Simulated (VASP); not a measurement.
Input of a VASP 6.6.1 run:

INCAR

```
SYSTEM = CdS
  PREC = Accurate
  ENCUT = 520
  EDIFF = 1E-6
  ISMEAR = -1
  SIGMA = 0.02
  LREAL = .False.
  LASPH = .True.
  NELM = 60
  ALGO = Normal
  ISIF = 2
  LWAVE = .False.
  LCHARG = .False.
  GGA = PE
  NBANDS = 16
```

KPOINTS

```
Automatic mesh
0
Gamma
  7 7 7
  0 0 0
```

File POSCAR:

```
CdS
1.0
    0.0000000000      2.9429534649      2.9723829996
    2.9429534649      0.0000000000      2.9723829996
    2.9429534649      2.9429534649      0.0000000000
Cd S
1 1
Direct
    0.0000000000      0.0000000000      0.0000000000
    0.7500000000      0.7500000000      0.7500000000
```

Potentials or basis: VASP PAW PBE potentials, release 64 (Cd, S).

Launch:

```console
$ cat potpaw_PBE.64/Cd/POTCAR potpaw_PBE.64/S/POTCAR > POTCAR
$ mpirun -np 1 vasp_std > vasp.out
```

Problem. What does it give for the pressure?

Solution. 0.9 GPa.

Problem. What does it give for the band gap on the k mesh?

Solution. 1.06 eV, direct.

Stress tensor (GPa, compression positive):
```
0.96 0.00 0.00
0.00 0.96 0.00
0.00 0.00 0.76
```

Caveat: the cell differs from its parent crystal (zz strain of +1 %).
